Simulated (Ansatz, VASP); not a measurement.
Two plane-wave programs on Zr

The input INCAR:

```
ALGO = Fast ; EDIFF = 1E-7
ENCUT = 520 ; GGA = PS
ISIF = 2 ; ISMEAR = 0
LASPH = T ; LCHARG = F
LREAL = F ; LWAVE = F
NBANDS = 19 ; NELM = 60
PREC = Accurate ; SIGMA = 0.15
```

The input KPOINTS:

```
k-points
0
Gamma
  18 18 10
```

File POSCAR:

```
Zr
1.0
    3.2319982225      0.0000000000      0.0727199600
   -1.6159991112      2.7989925657     -0.0363599800
    0.1158075000      0.0000000000      5.1470000000
Zr
2
Direct
    0.3333333333      0.6666666667      0.2500000000
    0.6666666667      0.3333333333      0.7500000000
```

Input for Ansatz:

```yaml
crystal:
  lattice:
    - [3.2319982225, 0.0, 0.07271996]
    - [-1.6159991112, 2.7989925657, -0.03635998]
    - [0.1158075, 0.0, 5.147]
  atoms:
    - { symbol: Zr, position: [0.3333333333, 0.6666666667, 0.25] }
    - { symbol: Zr, position: [0.6666666667, 0.3333333333, 0.75] }
basis:
  ecutwfc: 420
kpoints:
  mp_grid: { grid: [18, 18, 10] }
hamiltonian:
  xc: pbesol
scf:
  occupations: { method: gaussian, width: 0.15 }
output:
  forces: true
  stress: true
  eigenvalues: true
```

Change from the starting cell: strain +0.0450 x Voigt [0, 0, 0, 0, 1, 0], atoms carried along.

Alike in both runs: task single point; functional PBEsol; k mesh 18 × 18 × 10; occupations gaussian, width 0.15 eV; no spin polarisation.

|  | VASP | Ansatz |
| --- | --- | --- |
| version | VASP 6.6.1 | Ansatz 0.2.0 |
| potentials or method | VASP PAW PBE potentials, release 64 (Zr_sv), cutoff 520 eV | scalar-relativistic, plane waves, PAW |
| valence electrons in the cell | 24 | 24 |

```csv
,VASP,Ansatz,Ansatz less VASP
gap on the k mesh at the Fermi level (eV),none,none,-
pressure (GPa),-3.3,-3.3,-0.05
"traceless stress, the component that is largest in VASP (GPa)",-1.09,-1.08,+0.006
rms of the force components (eV/Å),0.004,0.004,0.0000
```

VASP's potentials were made for PBE, not for PBEsol. Atom by atom the forces differ by 0.000 eV/Å (rms over components). A gap of «none» marks a metal or a gap that the smearing closes.
